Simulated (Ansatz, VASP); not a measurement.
**BaTe: VASP beside Ansatz**

```
CELL_PARAMETERS angstrom
0.00000 3.41000 3.41000
3.41000 0.00000 3.41000
3.41000 3.41000 0.00000
ATOMIC_POSITIONS crystal
Ba 0.00000 0.00000 0.00000
Te 0.50000 0.50000 0.50000
```

Alike in both runs: task relaxation of cell and atoms; functional LDA; k mesh 8 × 8 × 8; occupations fermi-dirac, width 0.02 eV; no spin polarisation.

|  | VASP | Ansatz |
| --- | --- | --- |
| version | VASP 6.6.1 | Ansatz 0.2.0 |
| potentials or method | VASP PAW LDA potentials, release 64 (Ba_sv, Te), cutoff 600 eV | PAW plane waves |
| valence electrons in the cell | 16 | 26 |

|  | VASP | Ansatz | Ansatz less VASP |
| --- | --- | --- | --- |
| gap on the k mesh at the Fermi level, each at its own relaxed structure (eV) | 1.29 | 1.36 | +0.073 |
| relaxed volume (Å³/atom) | 40.98 | 40.48 | -0.500 |
| relaxed cell length with the largest relative difference (Å) | 4.876 | 4.856 | -0.0199 |

Ansatz warns that its potentials were made for another functional, while VASP's fit it. LDA's correlation is that of Perdew and Zunger in VASP and of Perdew and Wang (1992) in Ansatz. VASP's potentials hold 16 valence electrons a cell and Ansatz's 26, so a difference there can come from the potentials and not from the codes.

Neither program's run includes spin-orbit coupling.
